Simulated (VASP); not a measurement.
# Ag (Im-3m) in VASP: further runs

Ag is run at these levels: HSE06; tasks: single point.

Everything below comes from runs of VASP 6.6.1. Logs are shortened: lines on timing, memory, paths and dates and some standing lists are left out, and cuts for length are marked.

## 1. The cell of the first run

It takes space group Im-3m (No. 229, cubic). The conventional cell has a = 3.289 Å, b = 3.289 Å, c = 3.289 Å, α = 90.00°, β = 90.00°, γ = 90.00°. Within 3.8 Å of Ag (site symmetry m-3m) lie 14 Ag at 2.85 to 3.29 Å.

This isn't the form of Ag at room conditions, which is fcc.

## 2. Single point, HSE06

POSCAR

```
Ag
1.0
   -1.6445418934      1.6445418934      1.6445418934
    1.6445418934     -1.6445418934      1.6445418934
    1.6445418934      1.6445418934     -1.6445418934
Ag
1
Direct
    0.0000000000      0.0000000000      0.0000000000
```

INCAR.step1

```
SYSTEM = Ag
  PREC = Accurate
  ENCUT = 520
  EDIFF = 1E-5
  ISMEAR = -1
  SIGMA = 0.05
  LREAL = .FALSE.
  LASPH = .TRUE.
  NELM = 60
  ALGO = Normal
  ISIF = 2
  LWAVE = .TRUE.
  LCHARG = .FALSE.
  GGA = PE
  NBANDS = 12
```

INCAR.step2

```
SYSTEM = Ag
  PREC = Accurate
  ENCUT = 520
  EDIFF = 1E-6
  ISMEAR = -1
  SIGMA = 0.05
  LREAL = .FALSE.
  LASPH = .TRUE.
  NELM = 60
  ALGO = Normal
  ISIF = 2
  LWAVE = .FALSE.
  LCHARG = .FALSE.
  GGA = PE
  LHFCALC = .TRUE.
  HFSCREEN = 0.2079
  PRECFOCK = Normal
  ISTART = 1
  NBANDS = 12
```

KPOINTS

```
regular mesh
0
G
  6 6 6
  0 0 0
```

Potentials or basis: VASP PAW PBE potentials, release 64 (Ag).

On the command line:

```console
cat potpaw_PBE.64/Ag/POTCAR > POTCAR
cp INCAR.step1 INCAR
mpirun -np 1 vasp_std > vasp.out
cp INCAR.step2 INCAR
mpirun -np 1 vasp_std > vasp.out
```

OUTCAR:

```text
SYSTEM = Ag
   PREC = Accurate
   ENCUT = 520
   EDIFF = 1E-6
   ISMEAR = -1
   LREAL = .FALSE.
   LASPH = .TRUE.
   NELM = 60
   ISIF = 2
   GGA = PE
   LHFCALC = .TRUE.
   HFSCREEN = 0.2079
   PRECFOCK = Normal
   ISTART = 1

 ion  position               nearest neighbor table
   1  0.000  0.000  0.000-

  LATTYP: Found a body centered cubic cell.
 ALAT       =     3.2890837868

  Lattice vectors:

 A1 = (  -1.6445418934,   1.6445418934,   1.6445418934)
 A2 = (   1.6445418934,  -1.6445418934,   1.6445418934)
 A3 = (   1.6445418934,   1.6445418934,  -1.6445418934)

Analysis of symmetry for initial positions (statically):
=====================================================================
 Subroutine PRICEL returns:
 Original cell was already a primitive cell.

 Routine SETGRP: Setting up the symmetry group for a
 body centered cubic supercell.

 Subroutine GETGRP returns: Found 48 space group operations
 (whereof 48 operations were pure point group operations)
 out of a pool of 48 trial point group operations.

The static configuration has the point symmetry O_h .

Analysis of symmetry for dynamics (positions and initial velocities):
=====================================================================
 Subroutine PRICEL returns:
 Original cell was already a primitive cell.

 Routine SETGRP: Setting up the symmetry group for a
 body centered cubic supercell.

 Subroutine GETGRP returns: Found 48 space group operations
 (whereof 48 operations were pure point group operations)
 out of a pool of 48 trial point group operations.

The dynamic configuration has the point symmetry O_h .

 Subroutine INISYM returns: Found 48 space group operations
 (whereof 48 operations are pure point group operations),
 and found     1 'primitive' translations

----------------------------------------------------------------------------------------

                                     Primitive cell

  volume of cell :      17.7908

  direct lattice vectors                    reciprocal lattice vectors
    -1.644541893  1.644541893  1.644541893     0.000000000  0.304036037  0.304036037
     1.644541893 -1.644541893  1.644541893     0.304036037  0.000000000  0.304036037
     1.644541893  1.644541893 -1.644541893     0.304036037  0.304036037  0.000000000

  length of vectors
     2.848430115  2.848430115  2.848430115     0.429971887  0.429971887  0.429971887

  position of ions in fractional coordinates (direct lattice)
     0.000000000  0.000000000  0.000000000

  ion indices of the primitive-cell ions
   primitive index   ion index
                 1           1

----------------------------------------------------------------------------------------

 KPOINTS: regular mesh

Automatic generation of k-mesh.
 Grid dimensions read from file:
 generate k-points for:    6    6    6

 Generating k-lattice:

  Cartesian coordinates                     Fractional coordinates (reciprocal lattice)
     0.000000000  0.050672673  0.050672673     0.166666667  0.000000000  0.000000000
     0.050672673  0.000000000  0.050672673     0.000000000  0.166666667  0.000000000
     0.050672673  0.050672673  0.000000000     0.000000000  0.000000000  0.166666667

  Length of vectors
     0.071661981  0.071661981  0.071661981

  Shift w.r.t. Gamma in fractional coordinates (k-lattice)
     0.000000000  0.000000000  0.000000000

 Subroutine IBZKPT returns following result:
 ===========================================

 Found     16 irreducible k-points:

 Following reciprocal coordinates:
            Coordinates               Weight
  0.000000  0.000000  0.000000      1.000000
  0.166667  0.000000  0.000000     12.000000
  0.333333  0.000000  0.000000     12.000000
  0.500000  0.000000  0.000000      6.000000
  0.166667  0.166667  0.000000     24.000000
  0.333333  0.166667  0.000000     48.000000
[... 8 lines left out ...]
  0.500000  0.500000  0.333333     12.000000
  0.500000  0.500000  0.500000      1.000000
   k-points           NKPTS =     16   k-points in BZ     NKDIM =    216   number of bands    NBANDS=     12
   number of dos      NEDOS =    301   number of ions     NIONS =      1
   total plane-waves  NPLWV =  13824
   dimension x,y,z NGX =    24 NGY =   24 NGZ =   24
   dimension x,y,z NGXF=    48 NGYF=   48 NGZF=   48
   ions per type =               1
   NGX,Y,Z   is equivalent  to a cutoff of  14.01, 14.01, 14.01 a.u.
   NGXF,Y,Z  is equivalent  to a cutoff of  28.01, 28.01, 28.01 a.u.
 SYSTEM =  Ag
   PREC   = accura    normal or accurate (medium, high low for compatibility)
   ISTART =      1    job   : 0-new  1-cont  2-samecut
   ICHARG =      0    charge: 1-file 2-atom 10-const
   ISPIN  =      1    spin polarized calculation?
   LNONCOLLINEAR =      F non collinear calculations
   LSORBIT =      F    spin-orbit coupling
   LASPH  =      T    aspherical Exc in radial PAW
   ENCUT  =  520.0 eV  38.22 Ry    6.18 a.u.   5.30  5.30  5.30*2*pi/ulx,y,z
   NELM   =     60;   NELMIN=  2; NELMDL=  0     # of ELM steps
   EDIFF  = 0.1E-05   stopping-criterion for ELM
   LREAL  =      F    real-space projection
   EDIFFG = 0.1E-04   stopping-criterion for IOM
   NSW    =      0    number of steps for IOM
   IBRION =     -1    ionic relax: 0-MD 1-quasi-New 2-CG
   NFREE  =      0    steps in history (QN), initial steepest desc. (CG)
   ISIF   =      2    stress and relaxation
   ISYM   =      3    0-nonsym 1-usesym 2-fastsym
   POTIM  = 0.5000    time-step for ionic-motion
   TEBEG  =    0.0;   TEEND  =   0.0 temperature during run
   PSTRESS=    0.0 pullay stress
   NELECT =      11.0000    total number of electrons
   NUPDOWN=      -1.0000    fix difference up-down
   EMIN   =  10.00;   EMAX   =-10.00  energy-range for DOS
   EFERMI =   0.00;   METHOD = LEGACY
   ISMEAR =    -1;   SIGMA  =   0.05  broadening in eV -4-tet -1-fermi 0-gaus
   EFERMI_NEDOS =   21; number of points for ismear=-14 and -15
   IALGO  =     38    algorithm
   IMIX   =      1    mixing-type and parameters
     AMIX     =   0.40;   BMIX     =  1.00
     AMIX_MAG =   1.60;   BMIX_MAG =  1.00
  volume/ion in A,a.u.               =      17.79       120.06
  Fermi-wavevector in a.u.,A,eV,Ry     =   1.394679  2.635560 26.465077  1.945128
  Thomas-Fermi vector in A             =   2.518204
   LORBIT       =      0    0 simple, 1 ext, 2 COOP (PROOUT), +10 PAW based schemes
   GGA     = PE    functional components
   LHFCALC =     T    Hartree Fock is set to
   PRECFOCK=normal    Normal, Fast or Accurate (Low or Medium for compatibility)
   ENCUT4O =  -1.0   cutoff for four orbital integrals eV
   NKREDX  =     1    reduce k-point grid by
   NKREDY  =     1    reduce k-point grid by
   NKREDZ  =     1    reduce k-point grid by
   AEXX    =    0.2500 exact exchange contribution
   HFSCREEN=    0.2079 screening length (either q_TF or 0.3 A-1)
   HFSCREENC=   0.2079 screening length for correlation (either q_TF or 0.3 A-1)
   ENCUTFOCK=  -1.0 apply spherical cutoff to Coloumb kernel
   IVDW    =     0    specifies the selected vdW correction
   LEPSILON=     F    determine dielectric tensor
   LRPA    =     F    only Hartree local field effects (RPA)
 non-spin polarized calculation
  energy-cutoff  :      520.00
  volume of cell :       17.79
 maximum number of plane-waves:       490
 NGX is ok and might be reduce to    24
  NGX = 16; NGY = 16; NGZ = 16

 number of electron      11.0000004 magnetization

 Free energy of the ion-electron system (eV)
  ---------------------------------------------------
  ext. energy  EPLUGINS =         0.00000000
  ---------------------------------------------------
  free energy    TOTEN  =        -2.71577585 eV

  energy without entropy =       -2.70002570  energy(sigma->0) =       -2.70790077

 E-fermi :   7.8467     XC(G=0):  -9.7603

 val. band max:        7.7855532666   @ k =   0.5000   0.0000   0.0000
 cond. band min:       7.8796530443   @ k =   0.3333   0.1667   0.0000
 fundamental gap:      0.0940997776
 Fermi energy:         7.8466968561

 k-point     1 :       0.0000    0.0000    0.0000
  band No.  band energies     occupation
      1      -0.6210      2.00000
      2       1.5968      2.00000
      3       1.5968      2.00000
      4       1.5968      2.00000
      5       2.8845      2.00000
      6       2.8845      2.00000
      7      26.5185      0.00000
      8      26.5185      0.00000
      9      26.5185      0.00000
     10      32.7583      0.00000
     11      32.7584      0.00000
     12      32.7584      0.00000

 k-point     2 :       0.1667    0.0000    0.0000
  band No.  band energies     occupation
      1       0.2595      2.00000
      2       1.3950      2.00000
      3       1.7329      2.00000
      4       2.1131      2.00000
      5       2.7276      2.00000
      6       2.9093      2.00000
      7      23.6413      0.00000
      8      25.6058      0.00000
      9      27.0471      0.00000
     10      29.0526      0.00000
     11      29.4115      0.00000
     12      30.1348      0.00000

 k-point     3 :       0.3333    0.0000    0.0000
  band No.  band energies     occupation
      1       0.4973      2.00000
      2       1.0119      2.00000
      3       2.7543      2.00000
      4       2.9850      2.00000
      5       3.2937      2.00000
      6       4.2730      2.00000
      7      16.9976      0.00000
      8      22.9331      0.00000
      9      24.7928      0.00000
     10      27.9569      0.00000
     11      29.2208      0.00000
     12      33.1364      0.00000
[... 166 lines left out ...]
 k-point    15 :       0.5000    0.5000    0.3333
  band No.  band energies     occupation
      1       0.5074      2.00000
      2       0.6477      2.00000
      3       2.8307      2.00000
      4       3.1201      2.00000
      5       3.7956      2.00000
      6      13.1179      0.00000
      7      13.6704      0.00000
      8      16.8955      0.00000
      9      21.6391      0.00000
     10      24.1743      0.00000
     11      25.4336      0.00000
     12      34.9944      0.00000

 k-point    16 :       0.5000    0.5000    0.5000
  band No.  band energies     occupation
      1       0.1764      2.00000
      2       0.1764      2.00000
      3       3.7338      2.00000
      4       3.7338      2.00000
      5       3.7338      2.00000
      6      15.2676      0.00000
      7      15.2676      0.00000
      8      15.2676      0.00000
      9      21.3658      0.00000
     10      21.7290      0.00000
     11      21.7290      0.00000
     12      35.7879      0.00000

------------------------ aborting loop because EDIFF is reached ----------------------------------------

  FORCE on cell =-STRESS in cart. coord.  units (eV):
  Direction    XX          YY          ZZ          XY          YZ          ZX
  --------------------------------------------------------------------------------------
  -------------------------------------------------------------------------------------
  Total        0.0894751      0.0894751      0.0894751     -0.0000000      0.0000000      0.0000000
  in kB        8.0578279      8.0578279      8.0578279     -0.0000000      0.0000000      0.0000000
  external PRESSURE =       8.0578279 kB  Pullay stress =       0.0000000 kB

 VOLUME and BASIS-vectors are now :
 -----------------------------------------------------------------------------
  energy-cutoff  :      520.00
  volume of cell :       17.79
      direct lattice vectors                 reciprocal lattice vectors
    -1.644541893  1.644541893  1.644541893     0.000000000  0.304036037  0.304036037
     1.644541893 -1.644541893  1.644541893     0.304036037  0.000000000  0.304036037
     1.644541893  1.644541893 -1.644541893     0.304036037  0.304036037  0.000000000

 POSITION                                       TOTAL-FORCE (eV/Angst)
 -----------------------------------------------------------------------------------
      0.00000      0.00000      0.00000         0.000000      0.000000      0.000000
 -----------------------------------------------------------------------------------
    total drift:                               -0.000025     -0.000139     -0.000451

  FREE ENERGIE OF THE ION-ELECTRON SYSTEM (eV)
  ---------------------------------------------------
  free  energy   TOTEN  =        -2.7157758501 eV

  energy  without entropy=       -2.7000256961  energy(sigma->0) =       -2.70790077
```

It took 9.8 min on 1 thread of Intel Xeon 8259CL, shared host; peak memory 0.25 GiB.

Results:

```
Free energy            : -2.7158 eV
Pressure               : 0.8 GPa
Band gap on the k mesh : zero (an odd number of electrons rules out a gap without spin polarisation)
```

Caveat: the k points lie up to 0.45 Å⁻¹ apart, too coarse for converged energies and pressures of a metal; the PAW data sets were made with another functional, which shifts forces and pressure a little.

## 3. Single point, HSE06

This run uses another cell than the first one, of 18.52 Å³/atom.

POSCAR

```
Ag
1.0
   -1.6666189156      1.6666189156      1.6666189156
    1.6666189156     -1.6666189156      1.6666189156
    1.6666189156      1.6666189156     -1.6666189156
Ag
1
Direct
    0.0000000000      0.0000000000      0.0000000000
```

INCAR.step1

```
ALGO = Normal ; EDIFF = 1E-5
ENCUT = 520 ; GGA = PE
ISIF = 2 ; ISMEAR = -1
LASPH = T ; LREAL = F
LWAVE = T ; NBANDS = 12
NELM = 80 ; PREC = Accurate
SIGMA = 0.05
```

INCAR.step2

```
ALGO = Normal ; EDIFF = 1E-7
ENCUT = 520 ; GGA = PE
HFSCREEN = 0.2079 ; ISIF = 2
ISMEAR = -1 ; ISTART = 1
LASPH = T ; LCHARG = T
LELF = T ; LHFCALC = T
LREAL = F ; LVHAR = T
LWAVE = F ; NBANDS = 12
NELM = 80 ; PREC = Accurate
PRECFOCK = Normal ; SIGMA = 0.05
```

KPOINTS

```
k-points
0
Gamma
  6 6 6
```

Potentials or basis: VASP PAW PBE potentials, release 64 (Ag).

On the command line:

```console
cat potpaw_PBE.64/Ag/POTCAR > POTCAR
cp INCAR.step1 INCAR
mpirun -np 1 vasp_std > vasp.out
cp INCAR.step2 INCAR
mpirun -np 1 vasp_std > vasp.out
```

OUTCAR:

```text
EDIFF = 1E-7
   ENCUT = 520
   GGA = PE
   HFSCREEN = 0.2079
   ISIF = 2
   ISMEAR = -1
   ISTART = 1
   LASPH = T
   LHFCALC = T
   LREAL = F
   NELM = 80
   PREC = Accurate
   PRECFOCK = Normal

 ion  position               nearest neighbor table
   1  0.000  0.000  0.000-

  LATTYP: Found a body centered cubic cell.
 ALAT       =     3.3332378312

  Lattice vectors:

[... 415 lines left out ...]
      7      14.6325      0.00000
      8      14.6325      0.00000
      9      20.2817      0.00000
     10      20.8454      0.00000
     11      20.8454      0.00000
     12      34.9070      0.00000

------------------------ aborting loop because EDIFF is reached ----------------------------------------

  FORCE on cell =-STRESS in cart. coord.  units (eV):
  Direction    XX          YY          ZZ          XY          YZ          ZX
  --------------------------------------------------------------------------------------
  -------------------------------------------------------------------------------------
  Total       -0.2015601     -0.2015601     -0.2015601      0.0000000      0.0000000      0.0000000
  in kB      -17.4399931    -17.4399931    -17.4399931      0.0000000      0.0000000      0.0000000
  external PRESSURE =     -17.4399931 kB  Pullay stress =       0.0000000 kB

 VOLUME and BASIS-vectors are now :
 -----------------------------------------------------------------------------
  energy-cutoff  :      520.00
  volume of cell :       18.52
      direct lattice vectors                 reciprocal lattice vectors
    -1.666618916  1.666618916  1.666618916     0.000000000  0.300008595  0.300008595
     1.666618916 -1.666618916  1.666618916     0.300008595  0.000000000  0.300008595
     1.666618916  1.666618916 -1.666618916     0.300008595  0.300008595  0.000000000

 POSITION                                       TOTAL-FORCE (eV/Angst)
 -----------------------------------------------------------------------------------
      0.00000      0.00000      0.00000        -0.000000     -0.000000     -0.000000
 -----------------------------------------------------------------------------------
    total drift:                               -0.000015     -0.000050      0.000223

  FREE ENERGIE OF THE ION-ELECTRON SYSTEM (eV)
  ---------------------------------------------------
  free  energy   TOTEN  =        -2.7139899956 eV

  energy  without entropy=       -2.6973645356  energy(sigma->0) =       -2.70567727
```

OSZICAR.step1:

```text
N       E                     dE             d eps       ncg     rms          rms(c)
DAV:   1     0.525753068353E+02    0.52575E+02   -0.53925E+03   384   0.822E+02
DAV:   2    -0.205356162839E+01   -0.54629E+02   -0.52730E+02   456   0.193E+02
DAV:   3    -0.283028447121E+01   -0.77672E+00   -0.77386E+00   452   0.236E+01
DAV:   4    -0.283279716352E+01   -0.25127E-02   -0.25126E-02   440   0.148E+00
DAV:   5    -0.283281774907E+01   -0.20586E-04   -0.20585E-04   440   0.116E-01    0.430E+00
DAV:   6    -0.260379680287E+01    0.22902E+00   -0.96945E-01   400   0.860E+00    0.294E+00
DAV:   7    -0.259867547337E+01    0.51213E-02   -0.49736E-03   424   0.702E-01    0.171E+00
DAV:   8    -0.259644428259E+01    0.22312E-02   -0.70018E-04   428   0.218E-01    0.694E-02
DAV:   9    -0.259645261012E+01   -0.83275E-05   -0.91073E-06   340   0.242E-02
   1 F= -.25964526E+01 E0= -.25883602E+01  d E =-.161848E-01
```

Run time: 23 min. Hardware: 1 thread of Intel Xeon 8259CL, shared host; peak memory 0.25 GiB.

What came out:

* Free energy: -2.7140 eV
* Pressure: -1.7 GPa
* Band gap on the k mesh: zero (an odd number of electrons rules out a gap without spin polarisation)

Levels at points of the mesh, in eV from the Fermi level:
```csv
k point,band 1,band 2,band 3,band 4,band 5,band 6,band 7,band 8,band 9,band 10
"(0.00, 0.00, 0.00)",-8.18,-6.11,-6.11,-6.11,-4.90,-4.90,18.47,18.47,18.47,24.12
"(0.50, 0.00, 0.00)",-7.38,-6.82,-4.93,-4.76,-3.88,0.05,4.11,13.78,14.76,19.95
"(0.50, 0.50, 0.50)",-7.42,-7.42,-4.11,-4.11,-4.11,7.28,7.28,7.28,12.93,13.49
```

Caveat: the k points lie up to 0.44 Å⁻¹ apart, too coarse for converged energies and pressures of a metal; the PAW data sets were made with another functional, which shifts forces and pressure a little.

[end of part 1 of 2]

The gap in the log of VASP goes by the Fermi energy; the results here count the filled bands.